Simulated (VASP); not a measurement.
Set up this calculation in VASP 6.6.1, as the native input.

- Task: single point
- Functional: r2SCAN
- Potentials or basis: VASP PAW PBE potentials, release 64 (Mg_sv, B)
- Cutoff: 660 eV
- k mesh: 10 × 10 × 8
- Occupations: fermi-dirac, width 0.05 eV
- Spin: no spin polarisation
- Dipole correction: no
- Second run: valence_matched
- Further INCAR settings: ALGO = Normal; EDIFF = 1e-06; NBANDS = 15

MgB2:

```xyz
3
Lattice="3.0433 0.0000 0.0000 -1.5217 2.6356 0.0000 0.0000 0.0000 3.4754" Properties=species:S:1:pos:R:3 pbc="T T T"
Mg    0.0000    0.0000    0.0000
B     1.5217    0.8785    1.7377
B     0.0000    1.7571    1.7377
```

One way to write it, as run:

POSCAR

```
MgB2
1.0
    3.0433056997      0.0000000000      0.0000000000
   -1.5216528499      2.6355800475      0.0000000000
    0.0000000000      0.0000000000      3.4753860551
Mg B
1 2
Direct
    0.0000000000      0.0000000000      0.0000000000
    0.6666666667      0.3333333333      0.5000000000
    0.3333333333      0.6666666667      0.5000000000
```

INCAR.step1

```
SYSTEM = MgB2
PREC = Accurate
ENCUT = 660
ISMEAR = -1
SIGMA = 0.05
LREAL = .FALSE.
LASPH = .TRUE.
NELM = 120
NBANDS = 15
GGA = PE
ALGO = Normal
EDIFF = 1E-5
LWAVE = .TRUE.
LCHARG = .FALSE.
GGA_COMPAT = .FALSE.
```

INCAR.step2

```
SYSTEM = MgB2
PREC = Accurate
ENCUT = 660
EDIFF = 1E-6
ISMEAR = -1
SIGMA = 0.05
LREAL = .FALSE.
LASPH = .TRUE.
NELM = 120
ALGO = Normal
ISIF = 2
LWAVE = .FALSE.
LCHARG = .FALSE.
METAGGA = R2SCAN
LMIXTAU = .TRUE.
NBANDS = 15
ISTART = 1
GGA_COMPAT = .FALSE.
```

KPOINTS

```
regular mesh
0
G
  10 10 8
  0 0 0
```

Potentials or basis: VASP PAW PBE potentials, release 64 (Mg_sv, B).

The run is started by

```bash
$ cat potpaw_PBE.64/Mg_sv/POTCAR potpaw_PBE.64/B/POTCAR > POTCAR
$ cp INCAR.step1 INCAR
$ mpirun -np 1 vasp_std > vasp.out
$ cp INCAR.step2 INCAR
$ mpirun -np 1 vasp_std > vasp.out
```

Results of the run:

- Pressure: 4.5 GPa
- Band gap on the k mesh: zero (band 8 reaches 6.58 eV, above the bottom of band 9 at 3.97 eV)

Caveat: the PAW data sets were made with another functional, which shifts forces and pressure a little.

Run time: 92 s on 1 thread of AMD EPYC 9R45 96-Core Processor (Zen 5), with other jobs on the host, peak memory 0.16 GiB.
